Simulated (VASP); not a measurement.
# MgI2 (P4/mmm) in VASP: relaxation of cell and atoms with PBE

Aim: the relaxation of cell and atoms of MgI2 with PBE.

All numbers are computed with VASP 6.6.1; they aren't measurements. Logs are shortened: lines on timing, memory, paths and dates and some standing lists are left out, and cuts for length are marked.

### Step 1. The cell of the first run

It takes space group P4/mmm (No. 123, tetragonal). Conventional cell: a = 5.967 Å, b = 5.967 Å, c = 5.967 Å, α = 90.00°, β = 90.00°, γ = 90.00°. Mg (site symmetry 4/mmm) has 4 I at 2.98 Å within 3.9 Å. Within 3.9 Å of I (site symmetry mmm) lie 2 Mg at 2.98 Å.

### Step 2. Relaxation of cell and atoms, PBE

INCAR reads:

```
SYSTEM = MgI2
  PREC = Accurate
  ENCUT = 600
  EDIFF = 1E-6
  ISMEAR = 0
  SIGMA = 0.01
  LREAL = .FALSE.
  LASPH = .TRUE.
  NELM = 80
  ALGO = Normal
  ISIF = 3
  LWAVE = .FALSE.
  LCHARG = .FALSE.
  GGA = PE
  IBRION = 2
  NSW = 100
  EDIFFG = -0.01
```

KPOINTS reads:

```
regular mesh
0
G
  6 6 6
  0 0 0
```

POSCAR reads:

```
MgI2
1.0
    5.9673188600      0.0000000000      0.0000000000
    0.0000000000      5.9673188600      0.0000000000
    0.0000000000      0.0000000000      5.9673188600
Mg I
1 2
Direct
    0.0000000000      0.0000000000      0.0000000000
    0.5000000000      0.0000000000      0.0000000000
    0.0000000000      0.5000000000      0.0000000000
```

Potentials or basis: VASP PAW PBE potentials, release 64 (Mg, I).

Run with:

```bash
> cat potpaw_PBE.64/Mg/POTCAR potpaw_PBE.64/I/POTCAR > POTCAR
> mpirun -np 1 vasp_std > vasp.out
```

OUTCAR:

```text
SYSTEM = MgI2
   PREC = Accurate
   ENCUT = 600
   EDIFF = 1E-6
   ISMEAR = 0
   LREAL = .FALSE.
   LASPH = .TRUE.
   NELM = 80
   ISIF = 3
   GGA = PE
   IBRION = 2
   NSW = 100
   EDIFFG = -0.01

 ion  position               nearest neighbor table
   1  0.000  0.000  0.000-   2 2.98   3 2.98   3 2.98   2 2.98
   2  0.500  0.000  0.000-   1 2.98   1 2.98
   3  0.000  0.500  0.000-   1 2.98   1 2.98

  LATTYP: Found a simple cubic cell.
 ALAT       =     5.9673188600

  Lattice vectors:

 A1 = (   5.9673188600,   0.0000000000,   0.0000000000)
 A2 = (   0.0000000000,   5.9673188600,   0.0000000000)
 A3 = (   0.0000000000,   0.0000000000,   5.9673188600)

Analysis of symmetry for initial positions (statically):
=====================================================================
 Subroutine PRICEL returns:
 Original cell was already a primitive cell.

 Routine SETGRP: Setting up the symmetry group for a
 simple cubic supercell.

 Subroutine GETGRP returns: Found 16 space group operations
 (whereof 16 operations were pure point group operations)
 out of a pool of 48 trial point group operations.

The static configuration has the point symmetry D_4h.

Analysis of symmetry for dynamics (positions and initial velocities):
=====================================================================
 Subroutine PRICEL returns:
 Original cell was already a primitive cell.

 Routine SETGRP: Setting up the symmetry group for a
 simple cubic supercell.

 Subroutine GETGRP returns: Found 16 space group operations
 (whereof 16 operations were pure point group operations)
 out of a pool of 48 trial point group operations.

The dynamic configuration has the point symmetry D_4h.

 Subroutine INISYM returns: Found 16 space group operations
 (whereof 16 operations are pure point group operations),
 and found     1 'primitive' translations

----------------------------------------------------------------------------------------

                                     Primitive cell

  volume of cell :     212.4896

  direct lattice vectors                    reciprocal lattice vectors
     5.967318860  0.000000000  0.000000000     0.167579448  0.000000000  0.000000000
     0.000000000  5.967318860  0.000000000     0.000000000  0.167579448  0.000000000
     0.000000000  0.000000000  5.967318860     0.000000000  0.000000000  0.167579448

  length of vectors
     5.967318860  5.967318860  5.967318860     0.167579448  0.167579448  0.167579448

  position of ions in fractional coordinates (direct lattice)
     0.000000000  0.000000000  0.000000000
     0.500000000  0.000000000  0.000000000
     0.000000000  0.500000000  0.000000000

  ion indices of the primitive-cell ions
   primitive index   ion index
                 1           1
                 2           2
                 3           3

----------------------------------------------------------------------------------------

 KPOINTS: regular mesh

Automatic generation of k-mesh.
 Grid dimensions read from file:
 generate k-points for:    6    6    6

 Generating k-lattice:

  Cartesian coordinates                     Fractional coordinates (reciprocal lattice)
     0.027929908  0.000000000  0.000000000     0.166666667  0.000000000  0.000000000
     0.000000000  0.027929908  0.000000000     0.000000000  0.166666667  0.000000000
     0.000000000  0.000000000  0.027929908     0.000000000  0.000000000  0.166666667

  Length of vectors
     0.027929908  0.027929908  0.027929908

  Shift w.r.t. Gamma in fractional coordinates (k-lattice)
     0.000000000  0.000000000  0.000000000

 Subroutine IBZKPT returns following result:
 ===========================================

 Found     40 irreducible k-points:

 Following reciprocal coordinates:
            Coordinates               Weight
  0.000000  0.000000  0.000000      1.000000
  0.166667  0.000000  0.000000      4.000000
  0.000000  0.000000  0.166667      2.000000
  0.333333  0.000000  0.000000      4.000000
  0.000000  0.000000  0.333333      2.000000
  0.500000  0.000000  0.000000      2.000000
[... 16 lines left out ...]
  0.166667  0.166667  0.166667      8.000000
  0.333333  0.166667  0.166667     16.000000
 [... further k-points ...]
   k-points           NKPTS =     40   k-points in BZ     NKDIM =     40   number of bands    NBANDS=     12
   number of dos      NEDOS =    301   number of ions     NIONS =      3
   total plane-waves  NPLWV = 110592
   dimension x,y,z NGX =    48 NGY =   48 NGZ =   48
   dimension x,y,z NGXF=    96 NGYF=   96 NGZF=   96
   ions per type =               1   2
   NGX,Y,Z   is equivalent  to a cutoff of  13.37, 13.37, 13.37 a.u.
   NGXF,Y,Z  is equivalent  to a cutoff of  26.75, 26.75, 26.75 a.u.
 SYSTEM =  MgI2
   PREC   = accura    normal or accurate (medium, high low for compatibility)
   ISTART =      0    job   : 0-new  1-cont  2-samecut
   ICHARG =      2    charge: 1-file 2-atom 10-const
   ISPIN  =      1    spin polarized calculation?
   LNONCOLLINEAR =      F non collinear calculations
   LSORBIT =      F    spin-orbit coupling
   LASPH  =      T    aspherical Exc in radial PAW
   ENCUT  =  600.0 eV  44.10 Ry    6.64 a.u.  11.92 11.92 11.92*2*pi/ulx,y,z
   NELM   =     80;   NELMIN=  2; NELMDL= -5     # of ELM steps
   EDIFF  = 0.1E-05   stopping-criterion for ELM
   LREAL  =      F    real-space projection
   EDIFFG = -.1E-01   stopping-criterion for IOM
   NSW    =    100    number of steps for IOM
   IBRION =      2    ionic relax: 0-MD 1-quasi-New 2-CG
   NFREE  =      1    steps in history (QN), initial steepest desc. (CG)
   ISIF   =      3    stress and relaxation
   ISYM   =      2    0-nonsym 1-usesym 2-fastsym
   POTIM  = 0.5000    time-step for ionic-motion
   TEBEG  =    0.0;   TEEND  =   0.0 temperature during run
   PSTRESS=    0.0 pullay stress
   NELECT =      16.0000    total number of electrons
   NUPDOWN=      -1.0000    fix difference up-down
   EMIN   =  10.00;   EMAX   =-10.00  energy-range for DOS
   EFERMI =   0.00;   METHOD = LEGACY
   ISMEAR =     0;   SIGMA  =   0.01  broadening in eV -4-tet -1-fermi 0-gaus
   EFERMI_NEDOS =   21; number of points for ismear=-14 and -15
   IALGO  =     38    algorithm
   IMIX   =      4    mixing-type and parameters
     AMIX     =   0.40;   BMIX     =  1.00
     AMIX_MAG =   1.60;   BMIX_MAG =  1.00
  volume/ion in A,a.u.               =      70.83       477.98
  Fermi-wavevector in a.u.,A,eV,Ry     =   0.691304  1.306375  6.502236  0.477901
  Thomas-Fermi vector in A             =   1.772917
   LORBIT       =      0    0 simple, 1 ext, 2 COOP (PROOUT), +10 PAW based schemes
   GGA     = PE    functional components
   LHFCALC =     F    Hartree Fock is set to
   AEXX    =    0.0000 exact exchange contribution
   IVDW    =     0    specifies the selected vdW correction
   LEPSILON=     F    determine dielectric tensor
   LRPA    =     F    only Hartree local field effects (RPA)
 conjugate gradient relaxation of ions
 non-spin polarized calculation
 Gauss-broadening in eV      SIGMA  =   0.01
  energy-cutoff  :      600.00
  volume of cell :      212.49
 maximum number of plane-waves:      7123
 NGX is ok and might be reduce to    48
   NGX = 23   NGY = 23   NGZ = 23

--------------------------------------- Ionic step        1  -------------------------------------------

 number of electron      15.9999998 magnetization

 Free energy of the ion-electron system (eV)
  ---------------------------------------------------
  ext. energy  EPLUGINS =         0.00000000
  ---------------------------------------------------
  free energy    TOTEN  =        -6.28805507 eV

  energy without entropy =       -6.28805507  energy(sigma->0) =       -6.28805507

------------------------ aborting loop because EDIFF is reached ----------------------------------------

  FORCE on cell =-STRESS in cart. coord.  units (eV):
  Direction    XX          YY          ZZ          XY          YZ          ZX
  --------------------------------------------------------------------------------------
  -------------------------------------------------------------------------------------
  Total       -3.5511314     -3.5511314      0.1222514      0.0000000      0.0000000      0.0000000
  in kB      -26.7756237    -26.7756237      0.9217788      0.0000000      0.0000000      0.0000000
  external PRESSURE =     -17.5431562 kB  Pullay stress =       0.0000000 kB
[... 92 lines left out ...]
  FREE ENERGIE OF THE ION-ELECTRON SYSTEM (eV)
  ---------------------------------------------------
  free  energy   TOTEN  =        -6.5207638298 eV

  energy  without entropy=       -6.5207638298  energy(sigma->0) =       -6.52076383

[... ionic steps 4 to 9 ...]

--------------------------------------- Ionic step       10  -------------------------------------------

 number of electron      15.9999995 magnetization

------------------------ aborting loop because EDIFF is reached ----------------------------------------

  FORCE on cell =-STRESS in cart. coord.  units (eV):
  Direction    XX          YY          ZZ          XY          YZ          ZX
  --------------------------------------------------------------------------------------
  -------------------------------------------------------------------------------------
  Total       -0.0720228     -0.0720228      0.0076423      0.0000000     -0.0000000      0.0000000
  in kB       -0.4882005     -0.4882005      0.0518028      0.0000000     -0.0000000      0.0000000
  external PRESSURE =      -0.3081994 kB  Pullay stress =       0.0000000 kB
[... 59 lines left out ...]
  energy  without entropy=       -6.5202097364  energy(sigma->0) =       -6.52020974

--------------------------------------- Ionic step       12  -------------------------------------------

 number of electron      15.9999995 magnetization

 Free energy of the ion-electron system (eV)
  ---------------------------------------------------
  ext. energy  EPLUGINS =         0.00000000
  ---------------------------------------------------
  free energy    TOTEN  =        -6.52805323 eV

  energy without entropy =       -6.52805323  energy(sigma->0) =       -6.52805323

 E-fermi :  -1.4384     XC(G=0):  -4.7305

 val. band max:       -1.5166716108   @ k =   0.5000   0.5000   0.5000
 cond. band min:      -1.0167103578   @ k =   0.0000   0.0000   0.0000
 fundamental gap:      0.4999612530
 Fermi energy:        -1.4384231853

 k-point     1 :       0.0000    0.0000    0.0000
  band No.  band energies     occupation
      1     -13.8052      2.00000
      2     -13.0702      2.00000
      3      -5.0041      2.00000
      4      -5.0041      2.00000
      5      -3.7208      2.00000
      6      -2.6540      2.00000
      7      -2.2940      2.00000
      8      -2.2940      2.00000
      9      -1.0167      0.00000
     10       2.1773      0.00000
     11       3.5537      0.00000
     12       3.9954      0.00000
[... 331 lines left out ...]
 k-point    24 :       0.3333    0.1667    0.1667
  band No.  band energies     occupation
      1     -13.5956      2.00000
      2     -13.2739      2.00000
      3      -5.7222      2.00000
      4      -4.1892      2.00000
      5      -3.4924      2.00000
      6      -3.4273      2.00000
      7      -2.9492      2.00000
      8      -2.2395      2.00000
      9       0.8768      0.00000
     10       2.1286      0.00000
     11       3.0830      0.00000
     12       4.3238      0.00000

 [... further k-points ...]
[... 5 lines left out ...]
  --------------------------------------------------------------------------------------
  -------------------------------------------------------------------------------------
  Total        0.0084641      0.0084641      0.0118532      0.0000000     -0.0000000     -0.0000000
  in kB        0.0573867      0.0573867      0.0803650      0.0000000     -0.0000000     -0.0000000
  external PRESSURE =       0.0650461 kB  Pullay stress =       0.0000000 kB
[... 18 lines left out ...]
  FREE ENERGIE OF THE ION-ELECTRON SYSTEM (eV)
  ---------------------------------------------------
  free  energy   TOTEN  =        -6.5280532259 eV

  energy  without entropy=       -6.5280532259  energy(sigma->0) =       -6.52805323

 reached required accuracy - stopping structural energy minimisation
```

Run time: 15 min. Hardware: 1 thread of Oxide Virtual Turin-like, shared host; peak memory 0.4 GiB.

What came out:

* Free energy: -6.5281 eV
* Relaxed cell: a = 5.619 Å, b = 5.619 Å, c = 7.484 Å, α = 90.00°, β = 90.00°, γ = 90.00°
* Space group after relaxing (to 0.05 Å): P4/mmm (No. 123)
* Energy gained by relaxing: 80.0 meV/atom
* Ionic steps: 12
* Pressure after relaxing: 0.0 GPa
* Band gap on the k mesh: 0.50 eV, indirect (least direct gap 1.28 eV)

The path:
| step | energy change (eV) | largest force (eV/Å) | pressure (GPa) | volume (Å³) |
| --- | --- | --- | --- | --- |
| 1 | 0.0000 | 0.0000 | -1.75 | 212.49 |
| 2 | -0.2325 | 0.0000 | -0.05 | 189.29 |
| 3 | -0.2327 | 0.0000 | 0.02 | 188.65 |
| 4 | -0.2328 | 0.0000 | 0.02 | 188.91 |
| 5 | -0.2331 | 0.0000 | 0.02 | 189.66 |
| 6 | -0.2337 | 0.0000 | 0.01 | 191.16 |
| 7 | -0.2346 | 0.0000 | 0.00 | 194.17 |
| 8 | -0.2361 | 0.0000 | 0.01 | 200.18 |
| 9 | -0.2381 | 0.0000 | 0.00 | 212.22 |
| 10 | -0.2399 | 0.0000 | -0.03 | 236.36 |
| 11 | -0.2322 | 0.0000 | 0.36 | 235.70 |
| 12 | -0.2400 | 0.0000 | 0.01 | 236.31 |

Final structure:
```yaml
crystal:
  lattice:
    - [5.61912, 0.00000, 0.00000]
    - [0.00000, 5.61912, 0.00000]
    - [0.00000, 0.00000, 7.48414]
  atoms:
    - { symbol: Mg, position: [0.00000, 0.00000, 0.00000] }
    - { symbol: I, position: [0.50000, 0.00000, 0.00000] }
    - { symbol: I, position: [0.00000, 0.50000, 0.00000] }
```

Levels at points of the mesh, in eV from the valence-band top:
| k point | band 5 | band 6 | band 7 | band 8 | band 9 | band 10 | band 11 | band 12 |
| --- | --- | --- | --- | --- | --- | --- | --- | --- |
| (0.00, 0.00, 0.00) | -2.20 | -1.14 | -0.78 | -0.78 | 0.50 | 3.69 | 5.07 | 5.51 |
| (0.50, 0.00, 0.00) | -1.73 | -1.64 | -1.55 | -1.49 | 3.03 | 3.93 | 4.99 | 5.00 |
| (0.00, 0.00, 0.50) | -2.24 | -1.15 | -0.78 | -0.78 | 0.53 | 4.28 | 5.00 | 5.52 |
| (0.50, 0.50, 0.00) | -1.60 | -1.60 | -1.48 | 0.00 | 2.81 | 4.53 | 4.53 | 4.63 |
| (0.00, 0.50, 0.50) | -1.75 | -1.66 | -1.55 | -1.49 | 3.13 | 3.65 | 5.36 | 5.51 |
| (0.50, 0.50, 0.50) | -1.62 | -1.62 | -1.48 | 0.00 | 2.63 | 4.58 | 4.58 | 4.95 |

Caveat: spin-orbit coupling is left out, which moves the levels of the heavy elements. As with any semilocal functional, this PBE gap is likely too small.
